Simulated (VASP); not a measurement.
Write the native input for VASP 6.6.1 that does the following.

| Property | Result |
| --- | --- |
| Task | electric field gradients |
| Functional | r2SCAN |
| Potentials or basis | VASP PAW PBE potentials, release 64 (Ti_sv, O) |
| Cutoff | 520 eV |
| k mesh | 5 × 3 × 5 |
| Occupations | fermi-dirac, width 0.02 eV |
| Spin | no spin polarisation |
| Dipole correction | no |
| Further INCAR settings | LREAL = Auto; ALGO = Normal; EDIFF = 1e-08; NBANDS = 114 |

TiO2:

```
Ti O
1.0
     5.14500    0.00000    0.00000
     0.00000    9.18500    0.00000
     0.00000    0.00000    5.44700
Ti O
8 16
Cartesian
  0.7132 1.1847 4.9326
  3.2857 3.4078 0.5144
  4.4318 5.7772 3.2379
  1.8593 8.0003 2.2091
  4.4318 8.0003 0.5144
  1.8593 5.7772 4.9326
  0.7132 3.4078 2.2091
  3.2857 1.1847 3.2379
  2.3904 2.1116 4.8546
  4.9629 2.4809 0.5924
  2.7546 6.7041 3.3159
  0.1821 7.0734 2.1311
  2.7546 7.0734 0.5924
  0.1821 6.7041 4.8546
  2.3904 2.4809 2.1311
  4.9629 2.1116 3.3159
  4.1985 0.0898 4.6334
  1.6260 4.5027 0.8136
  0.9465 4.6823 3.5371
  3.5190 9.0952 1.9099
  0.9465 9.0952 0.8136
  3.5190 4.6823 4.6334
  4.1985 4.5027 1.9099
  1.6260 0.0898 3.5371
```

One way to write it, as run:

POSCAR

```
TiO2
1.0
    5.1450000000      0.0000000000      0.0000000000
    0.0000000000      9.1850000000      0.0000000000
    0.0000000000      0.0000000000      5.4470000000
Ti O
8 16
Direct
    0.1386123597      0.1289852453      0.9055668835
    0.6386123597      0.3710147547      0.0944331165
    0.8613876403      0.6289852453      0.5944331165
    0.3613876403      0.8710147547      0.4055668835
    0.8613876403      0.8710147547      0.0944331165
    0.3613876403      0.6289852453      0.9055668835
    0.1386123597      0.3710147547      0.4055668835
    0.6386123597      0.1289852453      0.5944331165
    0.4646036592      0.2298972109      0.8912419732
    0.9646036592      0.2701027891      0.1087580268
    0.5353963408      0.7298972109      0.6087580268
    0.0353963408      0.7701027891      0.3912419732
    0.5353963408      0.7701027891      0.1087580268
    0.0353963408      0.7298972109      0.8912419732
    0.4646036592      0.2701027891      0.3912419732
    0.9646036592      0.2298972109      0.6087580268
    0.8160441053      0.0097724521      0.8506384302
    0.3160441053      0.4902275479      0.1493615698
    0.1839558947      0.5097724521      0.6493615698
    0.6839558947      0.9902275479      0.3506384302
    0.1839558947      0.9902275479      0.1493615698
    0.6839558947      0.5097724521      0.8506384302
    0.8160441053      0.4902275479      0.3506384302
    0.3160441053      0.0097724521      0.6493615698
```

INCAR.step1

```
  PREC = Accurate
  ENCUT = 520
  ISMEAR = -1
  SIGMA = 0.02
  LREAL = Auto
  LASPH = True
  NELM = 60
  NBANDS = 114
  GGA = PE
  ALGO = Normal
  EDIFF = 1E-4
  LWAVE = True
  LCHARG = False
  KPAR = 4
```

INCAR.step2

```
  PREC = Accurate
  ENCUT = 520
  EDIFF = 1E-8
  ISMEAR = -1
  SIGMA = 0.02
  LREAL = Auto
  LASPH = True
  NELM = 60
  ALGO = Normal
  ISIF = 2
  LWAVE = False
  LCHARG = False
  METAGGA = R2SCAN
  LMIXTAU = True
  LEFG = True
  NBANDS = 114
  ISTART = 1
  KPAR = 4
```

KPOINTS

```
regular mesh
0
Gamma
  5 3 5
```

Potentials or basis: VASP PAW PBE potentials, release 64 (Ti_sv, O).

Run with:

```console
$ cat potpaw_PBE.64/Ti_sv/POTCAR potpaw_PBE.64/O/POTCAR > POTCAR
$ cp INCAR.step1 INCAR
$ mpirun -np 4 vasp_std > vasp.out
$ cp INCAR.step2 INCAR
$ mpirun -np 4 vasp_std > vasp.out
```

Results of the run:

The pressure is 1.0 GPa, the largest force is 0.108 eV/Å and the band gap on the k mesh is 2.76 eV. The largest electric field gradient by atom is Ti +18.7; O -24.4, -19.7 (each value once) V/Å².

Caveat: without QUAD_EFG the Cq values of the log hold for a quadrupole moment of 1 mb, not for the nuclei; the PAW data sets were made with another functional, which shifts forces and pressure a little.

Wall time 41 min on 4 MPI ranks on AMD EPYC 7R43 64-Core Processor (Zen 3), with other jobs on the host, peak memory 0.55 GiB a rank.
